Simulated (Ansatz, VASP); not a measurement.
## One calculation of InP, two programs

File INCAR:

```
SYSTEM = InP
PREC     = Accurate       ! precision mode
ENCUT    = 500            ! plane-wave cutoff, eV
EDIFF    = 1E-6           ! SCF threshold, eV
ISMEAR   = 0              ! smearing method
SIGMA    = 0.1            ! smearing width, eV
LREAL    = .FALSE.        ! projectors in reciprocal space
LASPH    = .TRUE.         ! aspherical terms in the spheres
NELM     = 120            ! most SCF steps
ALGO     = Normal         ! electronic algorithm
ISIF     = 2              ! what is computed and relaxed
LWAVE    = .FALSE.        ! write WAVECAR
LCHARG   = .FALSE.        ! write CHGCAR
GGA      = PE             ! functional
NBANDS   = 16             ! bands
GGA_COMPAT= .FALSE.
```

Contents of KPOINTS:

```
regular mesh
0
G
  6 6 6
  0 0 0
```

The input POSCAR:

```
InP
1.0
    0.0000000000      2.6074772671      2.6074772671
    2.6074772671      0.0000000000      2.6074772671
    2.6074772671      2.6074772671      0.0000000000
In P
1 1
Direct
    0.0000000000      0.0000000000      0.0000000000
    0.7500000000      0.7500000000      0.7500000000
```

Input for Ansatz:

```yaml
crystal:
  lattice:
    - [0.0, 2.6074772671, 2.6074772671]
    - [2.6074772671, 0.0, 2.6074772671]
    - [2.6074772671, 2.6074772671, 0.0]
  atoms:
    - { symbol: In, position: [0.0, 0.0, 0.0] }
    - { symbol: P, position: [0.75, 0.75, 0.75] }
basis:
  ecutwfc: 420
kpoints:
  mp_grid: { grid: [6, 6, 6] }
hamiltonian:
  xc: pbe
scf:
  occupations: { method: gaussian, width: 0.1 }
output:
  forces: true
  stress: true
  eigenvalues: true
```

Alike in both runs: task single point; functional PBE; k mesh 6 × 6 × 6; occupations gaussian, width 0.1 eV; no spin polarisation.

|  | VASP | Ansatz |
| --- | --- | --- |
| version | VASP 6.6.1 | Ansatz 0.2.0 |
| potentials or method | VASP PAW PBE potentials, release 64 (In_d, P), cutoff 500 eV | scalar-relativistic, plane waves, PAW |
| valence electrons in the cell | 18 | 18 |

|  | VASP | Ansatz | Ansatz less VASP |
| --- | --- | --- | --- |
| gap on the k mesh at the Fermi level (eV) | 0.94 | 0.94 | +0.002 |
| least direct gap on the mesh (eV) | 2.39 | 2.39 | -0.001 |
